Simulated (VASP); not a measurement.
Write the native input for VASP 6.6.1 that does the following.

```
Task                   : single point
Functional             : PBE
Potentials or basis    : VASP PAW PBE potentials, release 64 (Ca_sv, Cl)
Cutoff                 : 520 eV
k mesh                 : 16 × 16 × 12
Occupations            : gaussian, width 0.1 eV
Spin                   : no spin polarisation
Dipole correction      : no
Further INCAR settings : ALGO = Normal; EDIFF = 1e-07; NBANDS = 16
```

The structure of CaCl lies in POSCAR:

```
CaCl
1.0
    3.5150554099      0.0000000000      0.0000000000
    0.0000000000      3.5150554099      0.0000000000
    0.0000000000      0.0000000000      4.2364181335
Ca Cl
1 1
Direct
    0.5000000000      0.5000000000      0.5000000000
    0.0000000000      0.0000000000      0.0000000000
```

One way to write it, as run:

INCAR

```
SYSTEM = CaCl
PREC = Accurate
ENCUT = 520
EDIFF = 1E-7
ISMEAR = 0
SIGMA = 0.1
LREAL = .FALSE.
LASPH = .TRUE.
NELM = 60
ALGO = Normal
ISIF = 2
LWAVE = .FALSE.
LCHARG = .FALSE.
GGA = PE
NBANDS = 16
```

KPOINTS

```
regular mesh
0
G
  16 16 12
  0 0 0
```

Potentials or basis: VASP PAW PBE potentials, release 64 (Ca_sv, Cl).

Command:

```console
$ cat potpaw_PBE.64/Ca_sv/POTCAR potpaw_PBE.64/Cl/POTCAR > POTCAR
$ mpirun -np 1 vasp_std > vasp.out
```

It gave:

The pressure is 0.0 GPa.

Caveat: an odd number of electrons without spin polarisation forces a metal; a magnetic or distorted state may lie lower.

Run time: 2.4 min on 1 thread of Intel(R) Xeon(R) Platinum 8259CL CPU @ 2.50GHz (Skylake/Cascade Lake) (shared host), peak memory 0.37 GiB.
